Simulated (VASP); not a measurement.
# Al5GaN6 (an interface model) in VASP: settings compared, part 3 of 3

VASP 6.6.1. The steps go on from the part before.

## Step 6: Single point, PBEsol

Input file INCAR:

```
SYSTEM = Al5GaN6
ALGO     = Normal         ! electronic algorithm
EDIFF    = 1E-7           ! SCF threshold, eV
ENCUT    = 520            ! plane-wave cutoff, eV
GGA      = PS             ! functional
ISIF     = 2              ! what is computed and relaxed
ISMEAR   = -1             ! smearing method
LASPH    = .True.         ! aspherical terms in the spheres
LCHARG   = .False.        ! write CHGCAR
LREAL    = .False.        ! projectors in reciprocal space
LWAVE    = .False.        ! write WAVECAR
NBANDS   = 41             ! bands
NELM     = 80             ! most SCF steps
PREC     = Accurate       ! precision mode
SIGMA    = 0.05           ! smearing width, eV
```

Input file KPOINTS:

```
k-points
0
Gamma
  3 3 3
  0 0 0
```

Input file POSCAR:

```
Al5GaN6
1.0
    3.1138160000      0.0000000000      0.0000000000
   -1.5569080000      2.6966440000      0.0000000000
    0.0000000000      0.0000000000     15.3182020000
Ga Al N
1 5 6
Direct
    0.6923950000      0.3381750000      0.1703240000
    0.6783420000      0.3465920000      0.5116130000
    0.6626440000      0.3300660000      0.8397760000
    0.3432610000      0.6683490000      0.3434050000
    0.3578020000      0.6787350000      0.6736190000
    0.3510800000      0.6726870000      0.0020740000
    0.3407330000      0.6669740000      0.1271510000
    0.3265890000      0.6476450000      0.4674160000
    0.3305660000      0.6454280000      0.7982360000
    0.6777930000      0.3390520000      0.2999120000
    0.6533510000      0.3234150000      0.6361910000
    0.6536610000      0.3160130000      0.9654530000
```

Potentials or basis: VASP PAW PBE potentials, release 64 (Ga_d, Al, N).

Started as:

```bash
$ cat potpaw_PBE.64/Ga_d/POTCAR potpaw_PBE.64/Al/POTCAR potpaw_PBE.64/N/POTCAR > POTCAR
$ mpirun -np 1 vasp_std > vasp.out
```

OUTCAR:

```text
SYSTEM = Al5GaN6
   EDIFF = 1E-7
   ENCUT = 520
   GGA = PS
   ISIF = 2
   ISMEAR = -1
   LASPH = .True.
   LREAL = .False.
   NELM = 80
   PREC = Accurate

 ion  position               nearest neighbor table
   1  0.692  0.338  0.170-   7 1.87   7 1.93   7 1.95  10 1.99   6 3.13   6 3.14
   2  0.678  0.347  0.512-   8 1.88   8 1.89  11 1.91   8 2.00   5 3.04   5 3.07   5 3.08   4 3.13
                             4 3.14   4 3.16
   3  0.663  0.330  0.840-   9 1.86   9 1.91  12 1.93   9 1.95   6 3.05   6 3.05   5 3.09   5 3.10
                             6 3.10   5 3.16
   4  0.343  0.668  0.343-   8 1.90  10 1.91  10 1.91  10 1.93   2 3.13   2 3.14   2 3.16
   5  0.358  0.679  0.674-  11 1.83  11 1.85   9 1.91  11 1.98   2 3.04   2 3.07   2 3.08   3 3.09
                             3 3.10   3 3.16
   6  0.351  0.673  0.002-  12 1.82  12 1.87   7 1.92  12 1.96   3 3.05   3 3.05   3 3.10   1 3.13
                             1 3.14
   7  0.341  0.667  0.127-   1 1.87   6 1.92   1 1.93   1 1.95
   8  0.327  0.648  0.467-   2 1.88   2 1.89   4 1.90   2 2.00
   9  0.331  0.645  0.798-   3 1.86   3 1.91   5 1.91   3 1.95
  10  0.678  0.339  0.300-   4 1.91   4 1.91   4 1.93   1 1.99
  11  0.653  0.323  0.636-   5 1.83   5 1.85   2 1.91   5 1.98
  12  0.654  0.316  0.965-   6 1.82   6 1.87   3 1.93   6 1.96

  LATTYP: Found a hexagonal cell.
 ALAT       =     3.1138160000
 C/A-ratio  =     4.9194306921

  Lattice vectors:

 A1 = (   3.1138160000,   0.0000000000,   0.0000000000)
 A2 = (  -1.5569080000,   2.6966440000,   0.0000000000)
 A3 = (   0.0000000000,   0.0000000000,  15.3182020000)

Analysis of symmetry for initial positions (statically):
=====================================================================
 Subroutine PRICEL returns:
 Original cell was already a primitive cell.

 Routine SETGRP: Setting up the symmetry group for a
 hexagonal supercell.

 Subroutine GETGRP returns: Found  1 space group operations
 (whereof  1 operations were pure point group operations)
[... 154 lines left out ...]
   LEPSILON=     F    determine dielectric tensor
   LRPA    =     F    only Hartree local field effects (RPA)
 non-spin polarized calculation
  energy-cutoff  :      520.00
  volume of cell :      128.62
 maximum number of plane-waves:      3480
   NGX = 11   NGY = 11   NGZ = 57

 number of electron      58.0000008 magnetization

 Free energy of the ion-electron system (eV)
  ---------------------------------------------------
  ext. energy  EPLUGINS =         0.00000000
  ---------------------------------------------------
  free energy    TOTEN  =       -90.35950328 eV

  energy without entropy =      -90.35950328  energy(sigma->0) =      -90.35950328

 E-fermi :   7.6473     XC(G=0): -11.1910

 val. band max:        6.4968024024   @ k =   0.0000   0.0000   0.0000
 cond. band min:       9.3917340822   @ k =   0.0000   0.0000   0.0000
 fundamental gap:      2.8949316797
 Fermi energy:         7.6472504954

 k-point     1 :       0.0000    0.0000    0.0000
  band No.  band energies     occupation
      1      -9.4862      2.00000
      2      -9.1801      2.00000
      3      -8.8545      2.00000
      4      -8.3025      2.00000
      5      -7.9056      2.00000
      6      -7.5974      2.00000
[... 605 lines left out ...]
     40      14.8506      0.00000
     41      15.2071      0.00000

------------------------ aborting loop because EDIFF is reached ----------------------------------------

  FORCE on cell =-STRESS in cart. coord.  units (eV):
  Direction    XX          YY          ZZ          XY          YZ          ZX
  --------------------------------------------------------------------------------------
  -------------------------------------------------------------------------------------
  Total        1.6049006      1.5835979     -5.2129518     -1.0058892     -1.2612246     -0.7841076
  in kB       19.9909934     19.7256414    -64.9336688    -12.5295763    -15.7100892     -9.7670154
  external PRESSURE =      -8.4056780 kB  Pullay stress =       0.0000000 kB

 VOLUME and BASIS-vectors are now :
 -----------------------------------------------------------------------------
  energy-cutoff  :      520.00
  volume of cell :      128.62
      direct lattice vectors                 reciprocal lattice vectors
     3.113816000  0.000000000  0.000000000     0.321149355  0.185415650  0.000000000
    -1.556908000  2.696644000  0.000000000     0.000000000  0.370831300  0.000000000
     0.000000000  0.000000000 15.318202000     0.000000000  0.000000000  0.065281813

 POSITION                                       TOTAL-FORCE (eV/Angst)
 -----------------------------------------------------------------------------------
      1.62948      0.91194      2.60906        -0.775134     -0.233844      0.597482
      1.57262      0.93464      7.83699        -0.146637     -0.938600     -0.948627
      1.54947      0.89007     12.86386         0.489902     -0.604007     -0.198545
      0.02829      1.80230      5.26035        -0.055766      0.063819     -1.052454
      0.05740      1.83031     10.31863        -1.011774     -0.897981      0.618378
      0.04589      1.81400      0.03177        -0.706772     -0.958447      0.784973
      0.02256      1.79859      1.94772         0.718034      0.235522     -0.435765
      0.00861      1.74647      7.15997         0.136768      0.925683      0.948554
      0.02445      1.74049     12.22754        -0.446666      0.714479      0.320114
      1.58265      0.91430      4.59411         0.072914     -0.140285      0.783878
      1.53089      0.87214      9.74530         1.020454      0.829647     -0.561977
      1.54338      0.85217     14.78900         0.704676      1.004012     -0.856013
 -----------------------------------------------------------------------------------
    total drift:                               -0.000235     -0.000377      0.002261

  FREE ENERGIE OF THE ION-ELECTRON SYSTEM (eV)
  ---------------------------------------------------
  free  energy   TOTEN  =       -90.3595032805 eV

  energy  without entropy=      -90.3595032805  energy(sigma->0) =      -90.35950328
```

stdout:

```text
POSCAR found type information on POSCAR GaAlN
 POSCAR found :  3 types and      12 ions
 scaLAPACK will be used
 -----------------------------------------------------------------------------
|                                                                             |
|                                                                             |
|     You enforced a specific xc type in the INCAR file but a different       |
|     I HOPE YOU KNOW WHAT YOU ARE DOING!                                     |
|                                                                             |
 -----------------------------------------------------------------------------

 LDA part: xc-table for (Slater+PW92), standard interpolation
 POSCAR, INCAR and KPOINTS ok, starting setup
 FFT: planning ... GRIDC
 FFT: planning ... GRID_SOFT
 FFT: planning ... GRID
 WAVECAR not read
 entering main loop
```

Run time: 45 s. Hardware: 1 thread of Intel Xeon 6975P-C (Granite Rapids), shared host; peak memory 0.26 GiB.

What came out:

| Item | Value |
| --- | --- |
| Free energy | -90.3595 eV |
| Pressure | -0.8 GPa |
| Largest force | 1.496 eV/Å |
| Band gap on the k mesh | 2.89 eV, direct |

Forces on the atoms (eV/Å):
```
Ga  -0.775 -0.234  0.597
Al  -0.147 -0.939 -0.949
Al   0.490 -0.604 -0.199
Al  -0.056  0.064 -1.052
Al  -1.012 -0.898  0.618
Al  -0.707 -0.958  0.785
N    0.718  0.236 -0.436
N    0.137  0.926  0.949
N   -0.447  0.714  0.320
N    0.073 -0.140  0.784
N    1.020  0.830 -0.562
N    0.705  1.004 -0.856
```

Caveat: the k points lie up to 0.78 Å⁻¹ apart; the PAW data sets were made with another functional, which shifts forces and pressure a little.

## Step 7: Summary

| level | k mesh | smearing | gap on the mesh (eV) | pressure (GPa) | largest force (eV/Å) |
| --- | --- | --- | --- | --- | --- |
| PBEsol | 4 × 4 × 1 | fermi-dirac 0.05 eV | 2.93 | -1.1 | 1.54 |
| PBEsol | 4 × 4 × 1 | gaussian 0.01 eV | 2.93 | -1.1 | 1.54 |
| PBE | 4 × 4 × 1 | fermi-dirac 0.05 eV | 2.99 | 2.7 | 1.54 |
| PBEsol | 3 × 3 × 3 | fermi-dirac 0.05 eV | 2.89 | -0.8 | 1.50 |

Alike in all rows: task single point; potentials or basis VASP PAW PBE potentials, release 64 (Ga_d, Al, N); no spin polarisation; cell as given; cutoff (eV) 520.

Caveats: all runs use coarse meshes; the PAW data sets were made with another functional, which shifts forces and pressure a little (some runs).

Total energies depend on the potentials used, so only differences within one code and one set of settings carry meaning.
